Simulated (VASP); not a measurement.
# Zr8N9 (a cell with a defect) in VASP: a series of runs

Runs on Zr8N9 (a cell with a defect). Level: PBE. Tasks: single point, relaxation of the atoms.

Program: VASP 6.6.1. These are calculated values, not measurements. Logs are shortened: lines on timing, memory, paths and dates and some standing lists are left out, and cuts for length are marked.

**1. The cell of the first run**

The cell holds a defect, 17 atoms: a = 6.498 Å, b = 6.498 Å, c = 6.498 Å, α = 60.00°, β = 60.00°, γ = 60.00°.

**2. Single point, PBE**

Input file INCAR:

```
SYSTEM = Zr8N9
ALGO = Normal
EDIFF = 1E-6
ENCUT = 520
GGA = PE
ISIF = 2
ISMEAR = 0
LASPH = .True.
LCHARG = .False.
LREAL = Auto
LWAVE = .False.
NBANDS = 84
NELM = 60
PREC = Accurate
SIGMA = 0.1
```

Input file KPOINTS:

```
k-points
0
Gamma
  1 1 1
  0 0 0
```

Input file POSCAR:

```
Zr8N9
1.0
    0.0000000000      4.5945978679     -4.5945978679
    4.5945978679      4.5945978679      0.0000000000
    4.5945978679      0.0000000000     -4.5945978679
Zr N
8 9
Direct
    0.2501039680      0.7501039680      0.2501039680
    0.2501039680      0.2496880961      0.2501039680
    0.7496880961      0.7501039680      0.2501039680
    0.7471367276      0.2471367276      0.2585898173
    0.2501039680      0.7501039680      0.7496880961
    0.2585898173      0.2471367276      0.7471367276
    0.7471367276      0.7585898173      0.7471367276
    0.7471367276      0.2471367276      0.7471367276
    0.4550768253      0.5149743916      0.0149743916
    0.5046974267      0.0046974267     -0.0140922802
    1.0149743916      0.5149743916      0.0149743916
    1.0149743916     -0.0449231747      0.0149743916
    0.5046974267      0.4859077198      0.5046974267
    0.5046974267      0.0046974267      0.5046974267
    1.0149743916      0.5149743916      0.4550768253
    0.9859077198      0.0046974267      0.5046974267
    0.8750000000      0.3750000000      0.8750000000
```

Potentials or basis: VASP PAW PBE potentials, release 64 (Zr_sv, N).

Run with:

```
cat potpaw_PBE.64/Zr_sv/POTCAR potpaw_PBE.64/N/POTCAR > POTCAR
mpirun -np 1 vasp_gam > vasp.out
```

OUTCAR:

```text
SYSTEM = Zr8N9
   EDIFF = 1E-6
   ENCUT = 520
   GGA = PE
   ISIF = 2
   ISMEAR = 0
   LASPH = .True.
   LREAL = Auto
   NELM = 60
   PREC = Accurate

 ion  position               nearest neighbor table
   1  0.250  0.750  0.250-   9 2.17  12 2.17  15 2.17  13 2.34  10 2.34  16 2.34   2 3.25   3 3.25
                             5 3.25   6 3.25   7 3.25   4 3.25   6 3.25   4 3.25   7 3.25   3 3.25
   2  0.250  0.250  0.250-   9 2.17  11 2.17  15 2.17  14 2.34  10 2.34  16 2.34   1 3.25   3 3.25
                             5 3.25   6 3.25   4 3.25   8 3.25   8 3.25   4 3.25   6 3.25   3 3.25
   3  0.750  0.750  0.250-  11 2.17  12 2.17  15 2.17  14 2.34  10 2.34  13 2.34   1 3.25   2 3.25
                             5 3.25   7 3.25   4 3.25   8 3.25   8 3.25   4 3.25   7 3.25   1 3.25
   4  0.747  0.247  0.259-  17 2.04  16 2.23  13 2.23  14 2.23  11 2.47   9 2.47  12 2.47   7 3.17
                             8 3.17   6 3.17   2 3.25   3 3.25   1 3.25   1 3.25   2 3.25   3 3.25
   5  0.250  0.750  0.750-   9 2.17  11 2.17  12 2.17  14 2.34  13 2.34  16 2.34   1 3.25   2 3.25
                             3 3.25   6 3.25   7 3.25   8 3.25   8 3.25   6 3.25   7 3.25   3 3.25
   6  0.259  0.247  0.747-  17 2.04  13 2.23  10 2.23  14 2.23  11 2.47  15 2.47  12 2.47   7 3.17
                             8 3.17   4 3.17   5 3.25   2 3.25   1 3.25   1 3.25   5 3.25   2 3.25
   7  0.747  0.759  0.747-  17 2.04  16 2.23  10 2.23  14 2.23  11 2.47   9 2.47  15 2.47   6 3.17
                             8 3.17   4 3.17   5 3.25   3 3.25   1 3.25   1 3.25   5 3.25   3 3.25
   8  0.747  0.247  0.747-  17 2.04  13 2.23  16 2.23  10 2.23  15 2.47  12 2.47   9 2.47   6 3.17
                             7 3.17   4 3.17   2 3.25   3 3.25   2 3.25   5 3.25   3 3.25   5 3.25
   9  0.455  0.515  0.015-   1 2.17   2 2.17   5 2.17   8 2.47   7 2.47   4 2.47
  10  0.505  0.005  0.986-   6 2.23   7 2.23   8 2.23   1 2.34   3 2.34   2 2.34
  11  0.015  0.515  0.015-   2 2.17   3 2.17   5 2.17   4 2.47   6 2.47   7 2.47
  12  0.015  0.955  0.015-   1 2.17   3 2.17   5 2.17   8 2.47   6 2.47   4 2.47
  13  0.505  0.486  0.505-   4 2.23   6 2.23   8 2.23   1 2.34   3 2.34   5 2.34
  14  0.505  0.005  0.505-   4 2.23   6 2.23   7 2.23   3 2.34   5 2.34   2 2.34
  15  0.015  0.515  0.455-   1 2.17   2 2.17   3 2.17   8 2.47   7 2.47   6 2.47
  16  0.986  0.005  0.505-   4 2.23   7 2.23   8 2.23   1 2.34   2 2.34   5 2.34
  17  0.875  0.375  0.875-   8 2.04   6 2.04   7 2.04   4 2.04

  LATTYP: Found a face centered cubic cell.
 ALAT       =     9.1891957358

  Lattice vectors:

 A1 = (   0.0000000000,   4.5945978679,  -4.5945978679)
 A2 = (   4.5945978679,   4.5945978679,   0.0000000000)
 A3 = (   4.5945978679,   0.0000000000,  -4.5945978679)

Analysis of symmetry for initial positions (statically):
=====================================================================
 Subroutine PRICEL returns:
 Original cell was already a primitive cell.

 Routine SETGRP: Setting up the symmetry group for a
 face centered cubic supercell.

 Subroutine GETGRP returns: Found 24 space group operations
[... 141 lines left out ...]
   EFERMI_NEDOS =   21; number of points for ismear=-14 and -15
   IALGO  =     38    algorithm
   IMIX   =      4    mixing-type and parameters
     AMIX     =   0.40;   BMIX     =  1.00
     AMIX_MAG =   1.60;   BMIX_MAG =  1.00
  volume/ion in A,a.u.               =      11.41        77.01
  Fermi-wavevector in a.u.,A,eV,Ry     =   1.471941  2.781565 29.478518  2.166610
  Thomas-Fermi vector in A             =   2.587016
   LORBIT       =      0    0 simple, 1 ext, 2 COOP (PROOUT), +10 PAW based schemes
   GGA     = PE    functional components
   LHFCALC =     F    Hartree Fock is set to
   AEXX    =    0.0000 exact exchange contribution
   IVDW    =     0    specifies the selected vdW correction
   LEPSILON=     F    determine dielectric tensor
   LRPA    =     F    only Hartree local field effects (RPA)
 non-spin polarized calculation
 Gauss-broadening in eV      SIGMA  =   0.10
  energy-cutoff  :      520.00
  volume of cell :      193.99
 maximum number of plane-waves:      2581
   NGX = 25   NGY = 25   NGZ = 25

 number of electron     141.0000008 magnetization

 Free energy of the ion-electron system (eV)
  ---------------------------------------------------
  ext. energy  EPLUGINS =         0.00000000
  ---------------------------------------------------
  free energy    TOTEN  =      -167.88822299 eV

  energy without entropy =     -167.83180403  energy(sigma->0) =     -167.86001351

 E-fermi :  11.6024     XC(G=0): -12.6183

 val. band max:       10.1507090618   @ k =   0.0000   0.0000   0.0000
 cond. band min:      11.6023866122   @ k =   0.0000   0.0000   0.0000
 fundamental gap:      1.4516775504
 Fermi energy:        11.6023866122

 k-point     1 :       0.0000    0.0000    0.0000
  band No.  band energies     occupation
      1     -37.6761      2.00000
      2     -37.5529      2.00000
      3     -37.5529      2.00000
      4     -37.5529      2.00000
      5     -37.5103      2.00000
      6     -37.4395      2.00000
[... 74 lines left out ...]
     81      15.1117      0.00000
     82      15.1118      0.00000
 [bands above 82 left out]

------------------------ aborting loop because EDIFF is reached ----------------------------------------

  FORCE on cell =-STRESS in cart. coord.  units (eV):
  Direction    XX          YY          ZZ          XY          YZ          ZX
  --------------------------------------------------------------------------------------
  -------------------------------------------------------------------------------------
  Total       17.1638750     17.1638750     17.1638750      0.0000000      0.0000000     -0.0000000
  in kB      141.7599036    141.7599036    141.7599036      0.0000000      0.0000000     -0.0000000
  external PRESSURE =     141.7599036 kB  Pullay stress =       0.0000000 kB

 VOLUME and BASIS-vectors are now :
 -----------------------------------------------------------------------------
  energy-cutoff  :      520.00
  volume of cell :      193.99
      direct lattice vectors                 reciprocal lattice vectors
     0.000000000  4.594597868 -4.594597868    -0.108823452  0.108823452 -0.108823452
     4.594597868  4.594597868  0.000000000     0.108823452  0.108823452  0.108823452
     4.594597868  0.000000000 -4.594597868     0.108823452 -0.108823452 -0.108823452

 POSITION                                       TOTAL-FORCE (eV/Angst)
 -----------------------------------------------------------------------------------
      4.59555      4.59555     -2.29825         0.005205      0.005205     -0.005205
      2.29634      2.29634     -2.29825        -0.005205     -0.005205     -0.005205
      4.59555      6.89094     -4.59364         0.005205     -0.005205      0.005205
      2.32361      4.56829     -4.62091         0.015090     -0.015090     -0.015090
      6.89094      4.59555     -4.59364        -0.005205      0.005205      0.005205
      4.56829      2.32361     -4.62091        -0.015090      0.015090     -0.015090
[... 9 lines left out ...]
      2.34046      4.55143     -6.84873         0.006839     -0.006839      0.006839
      5.74325      5.74325     -8.04055        -0.000000      0.000000     -0.000000
 -----------------------------------------------------------------------------------
    total drift:                               -0.000000     -0.000000     -0.000000

  FREE ENERGIE OF THE ION-ELECTRON SYSTEM (eV)
  ---------------------------------------------------
  free  energy   TOTEN  =      -167.8882229904 eV

  energy  without entropy=     -167.8318040320  energy(sigma->0) =     -167.86001351
```

OSZICAR:

```text
N       E                     dE             d eps       ncg     rms          rms(c)
DAV:   1     0.224087693464E+04    0.22409E+04   -0.85658E+04   168   0.181E+03
DAV:   2     0.612349085841E+02   -0.21796E+04   -0.21014E+04   228   0.563E+02
DAV:   3    -0.190301329372E+03   -0.25154E+03   -0.24857E+03   232   0.174E+02
DAV:   4    -0.205092035190E+03   -0.14791E+02   -0.14765E+02   224   0.404E+01
DAV:   5    -0.206059991842E+03   -0.96796E+00   -0.96667E+00   248   0.787E+00    0.729E+01
DAV:   6    -0.168981626653E+03    0.37078E+02   -0.23589E+02   200   0.464E+01    0.293E+01
DAV:   7    -0.168266664677E+03    0.71496E+00   -0.20701E+01   216   0.163E+01    0.192E+01
DAV:   8    -0.167865900906E+03    0.40076E+00   -0.31125E+00   216   0.838E+00    0.633E+00
DAV:   9    -0.167899362783E+03   -0.33462E-01   -0.65349E-01   208   0.284E+00    0.145E+00
DAV:  10    -0.167887580245E+03    0.11783E-01   -0.16917E-01   232   0.150E+00    0.780E-01
DAV:  11    -0.167889266534E+03   -0.16863E-02   -0.31249E-02   208   0.770E-01    0.560E-01
DAV:  12    -0.167888409943E+03    0.85659E-03   -0.50022E-03   232   0.257E-01    0.259E-01
DAV:  13    -0.167888275716E+03    0.13423E-03   -0.61507E-04   240   0.106E-01    0.974E-02
DAV:  14    -0.167888222651E+03    0.53065E-04   -0.29956E-04   208   0.616E-02    0.220E-02
DAV:  15    -0.167888222563E+03    0.88015E-07   -0.47628E-05   200   0.232E-02    0.113E-02
DAV:  16    -0.167888222990E+03   -0.42734E-06   -0.41240E-06   184   0.698E-03
   1 F= -.16788822E+03 E0= -.16786001E+03  d E =-.564190E-01
```

Run time: 45 s. Hardware: 1 thread of AMD EPYC 7R13 (Zen 3), shared host; peak memory 0.29 GiB.

Results:

```yaml
Free_energy: -167.8882 eV
Pressure: 14.2 GPa
Largest_force: 0.026 eV/Å
```

Forces on the atoms (eV/Å):
```
Zr   0.005  0.005 -0.005
Zr  -0.005 -0.005 -0.005
Zr   0.005 -0.005  0.005
Zr   0.015 -0.015 -0.015
Zr  -0.005  0.005  0.005
Zr  -0.015  0.015 -0.015
Zr   0.015  0.015  0.015
Zr  -0.015 -0.015  0.015
N   -0.009  0.009 -0.009
N   -0.007  0.007  0.007
N   -0.009 -0.009  0.009
N    0.009  0.009  0.009
N   -0.007 -0.007 -0.007
N    0.007  0.007 -0.007
N    0.009 -0.009 -0.009
N    0.007 -0.007  0.007
N    0.000  0.000  0.000
```

Levels at points of the mesh, in eV from the Fermi level:
```
           k point  band 66  band 67  band 68  band 69  band 70  band 71  band 72  band 73  band 74  band 75
(0.00, 0.00, 0.00)    -2.17    -2.17    -1.45    -1.45    -1.45     0.00     1.67     1.67     1.67     1.89
```

Caveat: the k points lie up to 1.18 Å⁻¹ apart.

**3. Relaxation of the atoms, PBE**

Input file INCAR:

```
ALGO = Normal
EDIFF = 1E-6
EDIFFG = -0.025
ENCUT = 520
GGA = PE
IBRION = 2
ISIF = 2
ISMEAR = 0
LASPH = T
LCHARG = F
LREAL = Auto
LWAVE = F
NELM = 60
NSW = 65
PREC = Accurate
SIGMA = 0.1
```

Input file KPOINTS:

```
k-points
0
Gamma
  1 1 1
```

Input file POSCAR:

```
Zr8N9
1.0
    0.0000000000      4.5945978679     -4.5945978679
    4.5945978679      4.5945978679      0.0000000000
    4.5945978679      0.0000000000     -4.5945978679
Zr N
8 9
Direct
    0.2500000000      0.7500000000      0.2500000000
    0.2500000000      0.2500000000      0.2500000000
    0.7500000000      0.7500000000      0.2500000000
    0.7500000000      0.2500000000      0.2500000000
    0.2500000000      0.7500000000      0.7500000000
    0.2500000000      0.2500000000      0.7500000000
    0.7500000000      0.7500000000      0.7500000000
    0.7500000000      0.2500000000      0.7500000000
    0.5000000000      0.5000000000      0.0000000000
    0.5000000000      0.0000000000      0.0000000000
    1.0000000000      0.5000000000      0.0000000000
    1.0000000000      0.0000000000      0.0000000000
    0.5000000000      0.5000000000      0.5000000000
    0.5000000000      0.0000000000      0.5000000000
    1.0000000000      0.5000000000      0.5000000000
    1.0000000000      0.0000000000      0.5000000000
    0.8750000000      0.3750000000      0.8750000000
```

Potentials or basis: VASP PAW PBE potentials, release 64 (Zr_sv, N).

Run with:

```
cat potpaw_PBE.64/Zr_sv/POTCAR potpaw_PBE.64/N/POTCAR > POTCAR
mpirun -np 1 vasp_gam > vasp.out
```

OUTCAR:

```text
EDIFF = 1E-6
   EDIFFG = -0.025
   ENCUT = 520
   GGA = PE
   IBRION = 2
   ISIF = 2
   ISMEAR = 0
   LASPH = T
   LREAL = Auto
   NELM = 60
   NSW = 65
   PREC = Accurate

 ion  position               nearest neighbor table
   1  0.250  0.750  0.250-   9 2.30  10 2.30  12 2.30  13 2.30  15 2.30  16 2.30   2 3.25   3 3.25
                             5 3.25   5 3.25   6 3.25   7 3.25   2 3.25   4 3.25   6 3.25   3 3.25
   2  0.250  0.250  0.250-   9 2.30  10 2.30  11 2.30  14 2.30  15 2.30  16 2.30   1 3.25   4 3.25
                             6 3.25   5 3.25   6 3.25   8 3.25   1 3.25   3 3.25   5 3.25   3 3.25
   3  0.750  0.750  0.250-  10 2.30  11 2.30  12 2.30  13 2.30  14 2.30  15 2.30   1 3.25   4 3.25
                             7 3.25   5 3.25   7 3.25   8 3.25   2 3.25   4 3.25   8 3.25   1 3.25
   4  0.750  0.250  0.250-  17 1.99  11 2.30  12 2.30  13 2.30  14 2.30  16 2.30   9 2.30   3 3.25
                             8 3.25   2 3.25   6 3.25   7 3.25   8 3.25   1 3.25   3 3.25   7 3.25
   5  0.250  0.750  0.750-   9 2.30  11 2.30  12 2.30  13 2.30  14 2.30  16 2.30   1 3.25   6 3.25
                             7 3.25   1 3.25   2 3.25   3 3.25   2 3.25   6 3.25   8 3.25   3 3.25
   6  0.250  0.250  0.750-  17 1.99  11 2.30  12 2.30  13 2.30  14 2.30  15 2.30  10 2.30   5 3.25
                             8 3.25   2 3.25   1 3.25   2 3.25   4 3.25   1 3.25   5 3.25   7 3.25
   7  0.750  0.750  0.750-  17 1.99  10 2.30  11 2.30  14 2.30  15 2.30  16 2.30   9 2.30   5 3.25
                             8 3.25   3 3.25   1 3.25   3 3.25   4 3.25   4 3.25   6 3.25   8 3.25
   8  0.750  0.250  0.750-  17 1.99  10 2.30  12 2.30  13 2.30  15 2.30  16 2.30   9 2.30   6 3.25
                             7 3.25   4 3.25   2 3.25   3 3.25   4 3.25   3 3.25   5 3.25   7 3.25
   9  0.500  0.500  0.000-   1 2.30   2 2.30   4 2.30   5 2.30   7 2.30   8 2.30
  10  0.500  0.000  0.000-   1 2.30   2 2.30   3 2.30   6 2.30   7 2.30   8 2.30
[... 556 lines left out ...]

 number of electron     141.0000008 magnetization

 Free energy of the ion-electron system (eV)
  ---------------------------------------------------
  ext. energy  EPLUGINS =         0.00000000
  ---------------------------------------------------
  free energy    TOTEN  =      -167.88826244 eV

  energy without entropy =     -167.83184348  energy(sigma->0) =     -167.86005296

 E-fermi :  11.5973     XC(G=0): -12.6184

 val. band max:       10.1518667776   @ k =   0.0000   0.0000   0.0000
 cond. band min:      11.5972622639   @ k =   0.0000   0.0000   0.0000
 fundamental gap:      1.4453954863
 Fermi energy:        11.5972622639

 k-point     1 :       0.0000    0.0000    0.0000
  band No.  band energies     occupation
      1     -37.6763      2.00000
      2     -37.5534      2.00000
      3     -37.5534      2.00000
      4     -37.5534      2.00000
      5     -37.5091      2.00000
      6     -37.4379      2.00000
[... 74 lines left out ...]
     81      15.1131      0.00000
     82      15.1167      0.00000
 [bands above 82 left out]

------------------------ aborting loop because EDIFF is reached ----------------------------------------

  FORCE on cell =-STRESS in cart. coord.  units (eV):
  Direction    XX          YY          ZZ          XY          YZ          ZX
  --------------------------------------------------------------------------------------
  -------------------------------------------------------------------------------------
  Total       17.1148584     17.1148584     17.1148584     -0.0000000      0.0000000      0.0000000
  in kB      141.3550655    141.3550655    141.3550655     -0.0000000      0.0000000      0.0000000
  external PRESSURE =     141.3550655 kB  Pullay stress =       0.0000000 kB
[... 32 lines left out ...]
  FREE ENERGIE OF THE ION-ELECTRON SYSTEM (eV)
  ---------------------------------------------------
  free  energy   TOTEN  =      -167.8882624424 eV

  energy  without entropy=     -167.8318434840  energy(sigma->0) =     -167.86005296

 reached required accuracy - stopping structural energy minimisation
```

It took 3.3 min on 1 thread of AMD EPYC 7R13 (Zen 3), shared host; peak memory 0.3 GiB.

Results:

```yaml
Free_energy: -167.8883 eV
Energy_gained_by_relaxing: 146.8 meV/atom
Ionic_steps: 8
Pressure_after_relaxing: 14.1 GPa
Largest_force_after_relaxing: 0.020 eV/Å
```

Forces in eV/Å, atoms in the order of the input:
```
Zr  -0.009 -0.009  0.009
Zr   0.009  0.009  0.009
Zr  -0.009  0.009 -0.009
Zr  -0.012  0.012  0.012
Zr   0.009 -0.009 -0.009
Zr   0.012 -0.012  0.012
Zr  -0.012 -0.012 -0.012
Zr   0.012  0.012 -0.012
N    0.001 -0.001  0.001
N   -0.003  0.003  0.003
N    0.001  0.001 -0.001
N   -0.001 -0.001 -0.001
N   -0.003 -0.003 -0.003
N    0.003  0.003 -0.003
N   -0.001  0.001  0.001
N    0.003 -0.003  0.003
N    0.000  0.000  0.000
```

Step by step:
```
step  energy change (eV)  largest force (eV/Å)  pressure (GPa)
   1              0.0000                4.5450           13.84
   2             -2.2419                2.0289           13.11
   3             -2.2588                1.7129           12.74
   4             -2.3087                1.3195           16.41
   5             -2.4787                0.3027           14.40
   6             -2.4952                0.0736           14.18
   7             -2.4958                0.0369           14.13
   8             -2.4960                0.0201           14.14
```

Final structure:
```cif
data_structure
_symmetry_space_group_name_H-M 'P 1'
_symmetry_Int_Tables_number 1
_cell_length_a 6.4977
_cell_length_b 6.4977
_cell_length_c 6.4977
_cell_angle_alpha 60.000
_cell_angle_beta 60.000
_cell_angle_gamma 60.000
_cell_volume 193.99
loop_
_atom_site_label
_atom_site_type_symbol
_atom_site_fract_x
_atom_site_fract_y
_atom_site_fract_z
_atom_site_occupancy
Zr1 Zr 0.25012 0.75012 0.25012 1
Zr2 Zr 0.25012 0.24963 0.25012 1
Zr3 Zr 0.74963 0.75012 0.25012 1
Zr4 Zr 0.74707 0.24707 0.25878 1
Zr5 Zr 0.25012 0.75012 0.74963 1
Zr6 Zr 0.25878 0.24707 0.74707 1
Zr7 Zr 0.74707 0.75878 0.74707 1
Zr8 Zr 0.74707 0.24707 0.74707 1
N1 N 0.45523 0.51492 0.01492 1
N2 N 0.50472 0.00472 0.98584 1
N3 N 0.01492 0.51492 0.01492 1
N4 N 0.01492 0.95523 0.01492 1
N5 N 0.50472 0.48584 0.50472 1
N6 N 0.50472 0.00472 0.50472 1
N7 N 0.01492 0.51492 0.45523 1
N8 N 0.98584 0.00472 0.50472 1
N9 N 0.87500 0.37500 0.87500 1
```

Caveat: the k points lie up to 1.18 Å⁻¹ apart.
